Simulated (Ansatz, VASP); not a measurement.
**HfN in VASP and in Ansatz**

POSCAR

```
HfN
1.0
    0.0000000000      2.4548220000      2.4548220000
    2.4548220000      0.0000000000      2.4548220000
    2.4548220000      2.4548220000      0.0000000000
Hf N
1 1
Direct
    0.0000000000      0.0000000000      0.0000000000
    0.2500000000      0.2500000000      0.2500000000
```

Contents of INCAR.step1:

```
PREC = Accurate
ENCUT = 520
EDIFF = 1E-5
ISMEAR = -1
SIGMA = 0.05
LREAL = False
LASPH = True
NELM = 60
ALGO = Normal
ISIF = 2
LWAVE = True
LCHARG = False
NBANDS = 14
GGA = PE
```

INCAR.step2

```
PREC = Accurate
ENCUT = 520
EDIFF = 1E-7
ISMEAR = -1
SIGMA = 0.05
LREAL = False
LASPH = True
NELM = 60
ALGO = Normal
ISIF = 2
LWAVE = False
LCHARG = False
GGA = PE
LHFCALC = True
AEXX = 0.3
HFSCREEN = 0.2
PRECFOCK = Normal
NBANDS = 14
ISTART = 1
```

Contents of KPOINTS:

```
regular mesh
0
Gamma
  5 5 5
```

File input.yaml:

```yaml
crystal:
  lattice:
    - [0.0, 2.454822, 2.454822]
    - [2.454822, 0.0, 2.454822]
    - [2.454822, 2.454822, 0.0]
  atoms:
    - { symbol: Hf, position: [0.0, 0.0, 0.0] }
    - { symbol: "N", position: [0.25, 0.25, 0.25] }
hamiltonian:
  xc: { exchange: pbe, correlation: pbe, exx: { coeff: 0.3, omega: 0.2 } }
  pseudopotentials: { kind: paw }
kpoints:
  mp_grid: { grid: [5, 5, 5] }
scf:
  occupations: { method: fermi_dirac, width: 0.05 }
output:
  forces: true
  stress: true
  eigenvalues: true
```

Alike in both runs: task single point; functional PBE-based screened hybrid with a share of 0.3 of exact exchange and HFSCREEN = 0.2; k mesh 5 × 5 × 5; occupations fermi-dirac, width 0.05 eV; no spin polarisation.

|  | VASP | Ansatz |
| --- | --- | --- |
| version | VASP 6.6.1 | Ansatz 0.2.0 |
| potentials or method | VASP PAW PBE potentials, release 64 (Hf_pv, N) | Ansatz PAW |
| plane-wave cutoff (eV) | 520 | 420 |
| valence electrons in the cell | 15 | 31 |

Ansatz gave:

```
gap on the k mesh at the Fermi level (eV) : none
pressure (GPa)                            : -2.0
```

Problem. What did VASP give for the same quantities?

Solution. gap on the k mesh at the Fermi level (eV): none; pressure (GPa): -4.9.

VASP's potentials were made for PBE, not for PBE-based screened hybrid. A gap of «none» marks a metal or a gap that the smearing closes. The functional is the same, so the differences come from potentials, cutoffs and numerics. VASP's potentials hold 15 valence electrons a cell and Ansatz's 31, so a difference there can come from the potentials and not from the codes.

The k mesh is coarse, so the values compare programs but aren't converged. Neither program's run includes spin-orbit coupling.
